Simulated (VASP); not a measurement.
# HfB (Fm-3m) in VASP: further runs

Aim: see how the results for HfB move with the level of theory and the settings. Levels: PBEsol, PBE, HSE06. Tasks: single point.

Everything below comes from runs of VASP 6.6.1. Logs are shortened: lines on timing, memory, paths and dates and some standing lists are left out, and cuts for length are marked.

**1. The cell of the first run**

It takes space group Fm-3m (No. 225, cubic). Conventional cell: a = 4.620 Å, b = 4.620 Å, c = 4.620 Å, α = 90.00°, β = 90.00°, γ = 90.00°. Within 3.1 Å of Hf (site symmetry m-3m) lie 6 B at 2.31 Å. B (site symmetry m-3m) has 6 Hf at 2.31 Å within 3.1 Å.

**2. Single point, PBEsol, non-collinear spin, zero start, spin-orbit coupling**

Contents of INCAR:

```
ALGO = Normal
EDIFF = 1E-6
ENCUT = 520
GGA = PS
GGA_COMPAT = F
ISIF = 2
ISMEAR = -1
LASPH = T
LCHARG = F
LMAXMIX = 4
LORBIT = 11
LORBMOM = T
LREAL = F
LSORBIT = T
LWAVE = F
MAGMOM = 0 0 0 0 0 0
NBANDS = 25
NELM = 150
PREC = Accurate
SIGMA = 0.05
```

Contents of KPOINTS:

```
k-points
0
Gamma
  10 10 10
```

Contents of POSCAR:

```
HfB
1.0
    0.0000000000      2.3100000000      2.3100000000
    2.3100000000      0.0000000000      2.3100000000
    2.3100000000      2.3100000000      0.0000000000
Hf B
1 1
Direct
    0.5000000000      0.5000000000      0.5000000000
    0.0000000000      0.0000000000      0.0000000000
```

Potentials or basis: VASP PAW PBE potentials, release 64 (Hf_pv, B).

Run with:

```sh
> cat potpaw_PBE.64/Hf_pv/POTCAR potpaw_PBE.64/B/POTCAR > POTCAR
> mpirun -np 1 vasp_ncl > vasp.out
```

OUTCAR:

```text
EDIFF = 1E-6
   ENCUT = 520
   GGA = PS
   ISIF = 2
   ISMEAR = -1
   LASPH = T
   LORBIT = 11
   LREAL = F
   LSORBIT = T
   NELM = 150
   PREC = Accurate

 ion  position               nearest neighbor table
   1  0.500  0.500  0.500-   2 2.31   2 2.31   2 2.31   2 2.31   2 2.31   2 2.31
   2  0.000  0.000  0.000-   1 2.31   1 2.31   1 2.31   1 2.31   1 2.31   1 2.31

  LATTYP: Found a face centered cubic cell.
 ALAT       =     4.6200000000

  Lattice vectors:

 A1 = (   0.0000000000,   2.3100000000,   2.3100000000)
 A2 = (   2.3100000000,   0.0000000000,   2.3100000000)
 A3 = (   2.3100000000,   2.3100000000,   0.0000000000)

Analysis of symmetry for initial positions (statically):
=====================================================================
 Subroutine PRICEL returns:
 Original cell was already a primitive cell.

 Routine SETGRP: Setting up the symmetry group for a
 face centered cubic supercell.

 Subroutine GETGRP returns: Found 48 space group operations
 (whereof 48 operations were pure point group operations)
 out of a pool of 48 trial point group operations.

The static configuration has the point symmetry O_h .

Analysis of symmetry for dynamics (positions and initial velocities):
=====================================================================
 Subroutine PRICEL returns:
 Original cell was already a primitive cell.

 Routine SETGRP: Setting up the symmetry group for a
 face centered cubic supercell.

 Subroutine GETGRP returns: Found 48 space group operations
 (whereof 48 operations were pure point group operations)
 out of a pool of 48 trial point group operations.

The dynamic configuration has the point symmetry O_h .

Analysis of structural, dynamic, and magnetic symmetry:
=====================================================================
 Subroutine PRICEL returns:
 Original cell was already a primitive cell.

 Routine SETGRP: Setting up the symmetry group for a
 face centered cubic supercell.

 Subroutine GETGRP returns: Found 48 space group operations
 (whereof 48 operations were pure point group operations)
 out of a pool of 48 trial point group operations.

The overall configuration has the point symmetry O_h .

 Subroutine INISYM returns: Found 48 space group operations
 (whereof 48 operations are pure point group operations),
 and found     1 'primitive' translations

[... 850 lines left out ...]
 -----------------------------------------------------------------------------------
    total drift:                               -0.000000     -0.000000     -0.000000

  FREE ENERGIE OF THE ION-ELECTRON SYSTEM (eV)
  ---------------------------------------------------
  free  energy   TOTEN  =       -18.8893687969 eV

  energy  without entropy=      -18.8795330650  energy(sigma->0) =      -18.88445093

 orbital moment (x)

 # of ion     p       d       tot
 ----------------------------------------
  1         0.000   0.000   0.000
  2        -0.000   0.000  -0.000
 ----------------------------------------
           -0.000   0.000   0.000

 orbital moment (y)

 # of ion     p       d       tot
 ----------------------------------------
  1         0.000  -0.000  -0.000
  2         0.000   0.000   0.000
 ----------------------------------------
            0.000  -0.000  -0.000

 orbital moment (z)

 # of ion     p       d       tot
 ----------------------------------------
  1         0.000   0.000   0.000
  2        -0.000   0.000  -0.000
 ----------------------------------------
           -0.000   0.000   0.000

 Spin-Orbit-Coupling matrix elements

 Ion:    1  E_soc:     -1.3542367
 l=   1
     0.0000000    -0.2180654    -0.2180654
    -0.2180654     0.0000000    -0.2180654
    -0.2180654    -0.2180654     0.0000000
 l=   2
     0.0000000    -0.0016006     0.0000000    -0.0016006    -0.0060401
    -0.0016006     0.0000000    -0.0045301    -0.0016006    -0.0015100
     0.0000000    -0.0045301     0.0000000    -0.0045301     0.0000000
    -0.0016006    -0.0016006    -0.0045301     0.0000000    -0.0015100
    -0.0060401    -0.0015100     0.0000000    -0.0015100     0.0000000
 l=   3
     0.0000000     0.0000000     0.0000000     0.0000000     0.0000000     0.0000000     0.0000000
     0.0000000     0.0000000     0.0000000     0.0000000     0.0000000     0.0000000     0.0000000
     0.0000000     0.0000000     0.0000000     0.0000000     0.0000000     0.0000000     0.0000000
     0.0000000     0.0000000     0.0000000     0.0000000     0.0000000     0.0000000     0.0000000
     0.0000000     0.0000000     0.0000000     0.0000000     0.0000000     0.0000000     0.0000000
     0.0000000     0.0000000     0.0000000     0.0000000     0.0000000     0.0000000     0.0000000
     0.0000000     0.0000000     0.0000000     0.0000000     0.0000000     0.0000000     0.0000000

 Ion:    2  E_soc:      0.0000317
 l=   1
     0.0000000     0.0000053     0.0000053
     0.0000053     0.0000000     0.0000053
     0.0000053     0.0000053     0.0000000
 l=   2
     0.0000000     0.0000000     0.0000000     0.0000000     0.0000000
     0.0000000     0.0000000     0.0000000     0.0000000     0.0000000
     0.0000000     0.0000000     0.0000000     0.0000000     0.0000000
     0.0000000     0.0000000     0.0000000     0.0000000     0.0000000
     0.0000000     0.0000000     0.0000000     0.0000000     0.0000000
 l=   3
     0.0000000     0.0000000     0.0000000     0.0000000     0.0000000     0.0000000     0.0000000
     0.0000000     0.0000000     0.0000000     0.0000000     0.0000000     0.0000000     0.0000000
     0.0000000     0.0000000     0.0000000     0.0000000     0.0000000     0.0000000     0.0000000
     0.0000000     0.0000000     0.0000000     0.0000000     0.0000000     0.0000000     0.0000000
     0.0000000     0.0000000     0.0000000     0.0000000     0.0000000     0.0000000     0.0000000
     0.0000000     0.0000000     0.0000000     0.0000000     0.0000000     0.0000000     0.0000000
     0.0000000     0.0000000     0.0000000     0.0000000     0.0000000     0.0000000     0.0000000

 total charge

# of ion       s       p       d       tot
------------------------------------------
    1        0.356   6.725   1.897   8.977
    2        0.792   1.135   0.000   1.928
--------------------------------------------------
tot          1.148   7.860   1.897  10.905

 magnetization (x)

# of ion       s       p       d       tot
------------------------------------------
    1        0.000   0.000   0.000   0.000
    2        0.000   0.000   0.000   0.000
--------------------------------------------------
tot          0.000   0.000   0.000   0.000

 magnetization (y)

# of ion       s       p       d       tot
------------------------------------------
    1        0.000  -0.000   0.000  -0.000
    2        0.000   0.000   0.000   0.000
--------------------------------------------------
tot          0.000  -0.000   0.000   0.000

 magnetization (z)

# of ion       s       p       d       tot
------------------------------------------
    1        0.000  -0.000   0.000   0.000
    2       -0.000   0.000   0.000  -0.000
--------------------------------------------------
tot          0.000  -0.000   0.000   0.000
```

OSZICAR:

```text
N       E                     dE             d eps       ncg     rms          rms(c)
DAV:   1     0.375466397386E+02    0.37547E+02   -0.70130E+03  2350   0.102E+03
DAV:   2    -0.183726362893E+02   -0.55919E+02   -0.53345E+02  2850   0.256E+02
DAV:   3    -0.204058602266E+02   -0.20332E+01   -0.20082E+01  2977   0.341E+01
DAV:   4    -0.204183865497E+02   -0.12526E-01   -0.12522E-01  2657   0.298E+00
DAV:   5    -0.204184691782E+02   -0.82629E-04   -0.82625E-04  2937   0.232E-01    0.738E+01
DAV:   6    -0.189637126996E+02    0.14548E+01   -0.30617E+00  2613   0.105E+01    0.455E+01
DAV:   7    -0.189034712355E+02    0.60241E-01   -0.56931E-01  2767   0.525E+00    0.215E+01
DAV:   8    -0.189002414960E+02    0.32297E-02   -0.10435E-02  2865   0.751E-01    0.385E+00
DAV:   9    -0.188893182469E+02    0.10923E-01   -0.32926E-02  2588   0.115E+00    0.478E-01
DAV:  10    -0.188893675909E+02   -0.49344E-04   -0.16273E-03  2795   0.336E-01    0.122E-01
DAV:  11    -0.188893679245E+02   -0.33357E-06   -0.10030E-05  2976   0.260E-02    0.464E-02
DAV:  12    -0.188893687969E+02   -0.87236E-06   -0.12962E-06  2573   0.739E-03
   1 F= -.18889369E+02 E0= -.18884451E+02  d E =-.983573E-02  mag=     0.0000     0.0000     0.0000
```

Run time: 69 s. Hardware: 1 thread of AMD EPYC 7R43 (Zen 3), shared host; peak memory 0.18 GiB.

Results:

| Quantity | Value |
| --- | --- |
| Free energy | -18.8894 eV |
| Pressure | 23.8 GPa |
| Net moment | 0.00 μB per cell |
| Valence electrons inside the program's atomic spheres | Hf 8.98; B 1.93 |

Moments on the atoms (μB; x, y, z):
```
Hf  0.00 0.00 0.00
B   0.00 0.00 0.00
```

Caveat: the PAW data sets were made with another functional, which shifts forces and pressure a little.

**3. Single point, PBE**

Contents of INCAR:

```
  PREC = Accurate
  ENCUT = 500
  EDIFF = 1E-6
  ISMEAR = 0
  SIGMA = 0.03
  LREAL = F
  LASPH = T
  NELM = 120
  ALGO = Normal
  ISIF = 2
  LWAVE = F
  LCHARG = F
  GGA = PE
  NBANDS = 14
  GGA_COMPAT = F
```

Contents of KPOINTS:

```
Automatic mesh
0
Gamma
  10 10 10
```

POSCAR is that of step 2.

Potentials or basis: VASP PAW PBE potentials, release 64 (Hf_pv, B).

Run with:

```sh
> cat potpaw_PBE.64/Hf_pv/POTCAR potpaw_PBE.64/B/POTCAR > POTCAR
> mpirun -np 1 vasp_std > vasp.out
```

It took 5 s on 1 thread of Intel Xeon 6975P-C (Granite Rapids), shared host; peak memory 0.14 GiB.

It converged, with:

```
Free energy : -17.1430 eV
Pressure    : 30.2 GPa
```

Levels at points of the mesh, in eV from the Fermi level:
```tsv
k point	band 5	band 6	band 7	band 8	band 9	band 10
(0.00, 0.00, 0.00)	2.23	2.23	2.23	3.97	3.97	3.97
(0.50, 0.00, 0.00)	-4.05	-1.35	-1.35	6.57	6.57	7.62
(0.50, 0.50, 0.00)	-1.07	-0.89	2.39	2.39	6.28	7.95
```

Caveat: spin-orbit coupling is left out, which moves the levels of the heavy elements.

**4. Single point, HSE06**

POSCAR is that of step 3.

Contents of INCAR.step1:

```
ALGO = Normal
EDIFF = 1E-5
ENCUT = 520
GGA = PE
ISIF = 2
ISMEAR = -1
LASPH = True
LCHARG = False
LREAL = False
LWAVE = True
NBANDS = 14
NELM = 60
PREC = Accurate
SIGMA = 0.05
```

Contents of INCAR.step2:

```
ALGO = Normal
EDIFF = 1E-6
ENCUT = 520
GGA = PE
HFSCREEN = 0.2079
ISIF = 2
ISMEAR = -1
ISTART = 1
LASPH = True
LCHARG = False
LHFCALC = True
LREAL = False
LWAVE = False
NBANDS = 14
NELM = 60
PREC = Accurate
PRECFOCK = Normal
SIGMA = 0.05
```

Contents of KPOINTS:

```
k-points
0
Gamma
  8 8 8
```

Potentials or basis: VASP PAW PBE potentials, release 64 (Hf_pv, B).

Run with:

```sh
> cat potpaw_PBE.64/Hf_pv/POTCAR potpaw_PBE.64/B/POTCAR > POTCAR
> cp INCAR.step1 INCAR
> mpirun -np 1 vasp_std > vasp.out
> cp INCAR.step2 INCAR
> mpirun -np 1 vasp_std > vasp.out
```

OUTCAR:

```text
EDIFF = 1E-6
   ENCUT = 520
   GGA = PE
   HFSCREEN = 0.2079
   ISIF = 2
   ISMEAR = -1
   ISTART = 1
   LASPH = True
   LHFCALC = True
   LREAL = False
   NELM = 60
   PREC = Accurate
   PRECFOCK = Normal

 ion  position               nearest neighbor table
   1  0.500  0.500  0.500-   2 2.31   2 2.31   2 2.31   2 2.31   2 2.31   2 2.31
   2  0.000  0.000  0.000-   1 2.31   1 2.31   1 2.31   1 2.31   1 2.31   1 2.31

  LATTYP: Found a face centered cubic cell.
 ALAT       =     4.6200000000

  Lattice vectors:

 A1 = (   0.0000000000,   2.3100000000,   2.3100000000)
 A2 = (   2.3100000000,   0.0000000000,   2.3100000000)
 A3 = (   2.3100000000,   2.3100000000,   0.0000000000)

Analysis of symmetry for initial positions (statically):
=====================================================================
 Subroutine PRICEL returns:
 Original cell was already a primitive cell.

 Routine SETGRP: Setting up the symmetry group for a
 face centered cubic supercell.

 Subroutine GETGRP returns: Found 48 space group operations
 (whereof 48 operations were pure point group operations)
 out of a pool of 48 trial point group operations.
[... 175 lines left out ...]
 Fermi energy:         5.0023280154

 k-point     1 :       0.0000    0.0000    0.0000
  band No.  band energies     occupation
      1     -25.5217      2.00000
      2     -25.5217      2.00000
      3     -25.5217      2.00000
      4      -6.1024      2.00000
      5       7.7220      0.00000
      6       7.7221      0.00000
      7       7.7221      0.00000
      8       9.4677      0.00000
      9       9.4677      0.00000
     10       9.4677      0.00000
     11       9.7084      0.00000
     12       9.7084      0.00000
     13      17.4180      0.00000
     14      19.0914      0.00000
[... 377 lines left out ...]
      1     -26.2372      2.00000
      2     -25.8293      2.00000
      3     -25.6746      2.00000
      4      -1.0195      2.00000
      5       0.5621      2.00000
      6       3.3566      2.00000
      7       3.9817      2.00000
      8      11.2669      0.00000
      9      11.3125      0.00000
     10      13.3449      0.00000
     11      17.4017      0.00000
     12      17.4931      0.00000
     13      18.8205      0.00000
     14      21.6482      0.00000

 [... further k-points ...]
[... 5 lines left out ...]
  --------------------------------------------------------------------------------------
  -------------------------------------------------------------------------------------
  Total        4.3381631      4.3381631      4.3381631      0.0000000      0.0000000      0.0000000
  in kB      281.9359919    281.9359919    281.9359919      0.0000000      0.0000000      0.0000000
  external PRESSURE =     281.9359919 kB  Pullay stress =       0.0000000 kB

 VOLUME and BASIS-vectors are now :
 -----------------------------------------------------------------------------
  energy-cutoff  :      520.00
  volume of cell :       24.65
      direct lattice vectors                 reciprocal lattice vectors
     0.000000000  2.310000000  2.310000000    -0.216450216  0.216450216  0.216450216
     2.310000000  0.000000000  2.310000000     0.216450216 -0.216450216  0.216450216
     2.310000000  2.310000000  0.000000000     0.216450216  0.216450216 -0.216450216

 POSITION                                       TOTAL-FORCE (eV/Angst)
 -----------------------------------------------------------------------------------
      2.31000      2.31000      2.31000         0.000000      0.000000     -0.000000
      0.00000      0.00000      0.00000        -0.000000     -0.000000      0.000000
 -----------------------------------------------------------------------------------
    total drift:                                0.000001      0.000001      0.000001

  FREE ENERGIE OF THE ION-ELECTRON SYSTEM (eV)
  ---------------------------------------------------
  free  energy   TOTEN  =       -19.2578488211 eV

  energy  without entropy=      -19.2497667975  energy(sigma->0) =      -19.25380781
```

OSZICAR.step1:

```text
N       E                     dE             d eps       ncg     rms          rms(c)
DAV:   1     0.236398120829E+02    0.23640E+02   -0.69493E+03   812   0.881E+02
DAV:   2    -0.177030357003E+02   -0.41343E+02   -0.39004E+02  1028   0.196E+02
DAV:   3    -0.187780847297E+02   -0.10750E+01   -0.10705E+01  1010   0.220E+01
DAV:   4    -0.187815411300E+02   -0.34564E-02   -0.34561E-02   962   0.156E+00
DAV:   5    -0.187815588298E+02   -0.17700E-04   -0.17700E-04   998   0.100E-01    0.667E+01
DAV:   6    -0.172122812580E+02    0.15693E+01   -0.25262E+00   950   0.989E+00    0.418E+01
DAV:   7    -0.171794189889E+02    0.32862E-01   -0.81008E-01  1052   0.571E+00    0.940E+00
DAV:   8    -0.171456617712E+02    0.33757E-01   -0.10734E-01   914   0.200E+00    0.115E+00
DAV:   9    -0.171458722132E+02   -0.21044E-03   -0.49865E-03  1046   0.520E-01    0.192E-01
DAV:  10    -0.171458660511E+02    0.61621E-05   -0.95562E-05   926   0.685E-02
   1 F= -.17145866E+02 E0= -.17140442E+02  d E =-.108481E-01
```

Wall time 67 min (1 thread of Intel Xeon Platinum 8488C (Sapphire Rapids), shared host); peak memory 0.28 GiB.

What came out:

- Free energy: -19.2578 eV
- Pressure: 28.2 GPa

Caveat: the PAW data sets were made with another functional, which shifts forces and pressure a little; spin-orbit coupling is left out, which moves the levels of the heavy elements.

**5. Overview**

| level | spin | k mesh | cutoff (eV) | smearing | grid for exact exchange (PRECFOCK) | screening parameter | gap on the mesh (eV) | pressure (GPa) |
| --- | --- | --- | --- | --- | --- | --- | --- | --- |
| PBEsol | non-collinear, zero start, SOC | 10 × 10 × 10 | 520 | fermi-dirac 0.05 eV | - | - | - | 23.8 |
| PBE | off | 10 × 10 × 10 | 500 | gaussian 0.03 eV | - | - | none | 30.2 |
| HSE06 | off | 8 × 8 × 8 | 520 | fermi-dirac 0.05 eV | Normal | 0.2079 1/Å | none | 28.2 |

Alike in all rows: task single point; potentials or basis VASP PAW PBE potentials, release 64 (Hf_pv, B); cell as given.

The pressure there spans 23.8 GPa (PBEsol) to 30.2 GPa (PBE); a positive pressure means that this level wants a larger cell, a negative one a smaller.

Caveats: the PAW data sets were made with another functional, which shifts forces and pressure a little (some runs); spin-orbit coupling is left out, which moves the levels of the heavy elements (some runs).

Total energies depend on the potentials used, so only differences within one code and one set of settings carry meaning.
